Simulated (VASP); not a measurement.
Input of a VASP 6.6.1 run:

File INCAR:

```
PREC     = Accurate       # precision mode
ENCUT    = 520            # plane-wave cutoff, eV
EDIFF    = 1E-7           # SCF threshold, eV
ISMEAR   = -1             # smearing method
SIGMA    = 0.1            # smearing width, eV
LREAL    = False          # projectors in reciprocal space
LASPH    = True           # aspherical terms in the spheres
NELM     = 60             # most SCF steps
ALGO     = Normal         # electronic algorithm
ISIF     = 2              # what is computed and relaxed
LWAVE    = False          # write WAVECAR
LCHARG   = False          # write CHGCAR
NBANDS   = 11             # bands
```

KPOINTS

```
regular mesh
0
Gamma
  26 26 26
```

Contents of POSCAR:

```
Ni
1.0
    0.0000000000      1.7104399105      1.7104399105
    1.7104399105      0.0000000000      1.7104399105
    1.7104399105      1.7104399105      0.0000000000
Ni
1
Direct
    0.0000000000      0.0000000000      0.0000000000
```

Potentials or basis: VASP PAW LDA potentials, release 64 (Ni).

Launch:

```sh
$ cat potpaw_LDA.64/Ni/POTCAR > POTCAR
$ mpirun -np 1 vasp_std > vasp.out
```

Question: What does it give for the band gap on the k mesh?

Answer: Zero (band 5 reaches 10.33 eV, above the bottom of band 6 at 9.24 eV).

Question: Predict the pressure.

Answer: 0.0 GPa.

Caveat: the run has no spin polarisation, though such a crystal can be magnetic. Spin polarisation is off, so any magnetic state and its effect on volume and gap are missing.
